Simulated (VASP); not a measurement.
Input of a VASP 6.6.1 run:

File INCAR:

```
PREC = Accurate
ENCUT = 520
EDIFF = 1E-6
ISMEAR = -1
SIGMA = 0.05
LREAL = F
LASPH = T
NELM = 60
ALGO = Normal
ISIF = 2
LWAVE = F
LCHARG = F
GGA = PE
NBANDS = 27
```

The input KPOINTS:

```
regular mesh
0
Gamma
  6 6 8
```

POSCAR

```
SnN2F2
1.0
    4.3970390000     -2.6470130000      0.0000000000
    4.3970390000      2.6470130000      0.0000000000
   -1.2529480000      0.0000000000      3.5211200000
Sn F N
1 2 2
Direct
    0.0000000000      0.0000000000      0.0000000000
    0.1723560000      0.1723560000      0.6365290000
    0.8276440000      0.8276440000      0.3634710000
    0.4619940000      0.4619940000      0.0939310000
    0.5380060000      0.5380060000      0.9060690000
```

Potentials or basis: VASP PAW PBE potentials, release 64 (Sn_d, F, N).

Command:

```bash
$ cat potpaw_PBE.64/Sn_d/POTCAR potpaw_PBE.64/F/POTCAR potpaw_PBE.64/N/POTCAR > POTCAR
$ mpirun -np 1 vasp_std > vasp.out
```

Predict the band gap on the k mesh.

0.96 eV, direct.

Estimate the pressure.

6.1 GPa.

Forces on the atoms (eV/Å):
```
Sn   0.000  0.000  0.000
F   -0.153  0.000 -0.058
F    0.153  0.000  0.058
N    0.170  0.000 -0.034
N   -0.170  0.000  0.034
```

Caveat: the standard files for N, O and F lose accuracy on very short bonds; spin-orbit coupling is left out, which moves the levels of the heavy elements. As with any semilocal functional, this PBE gap is likely too small.
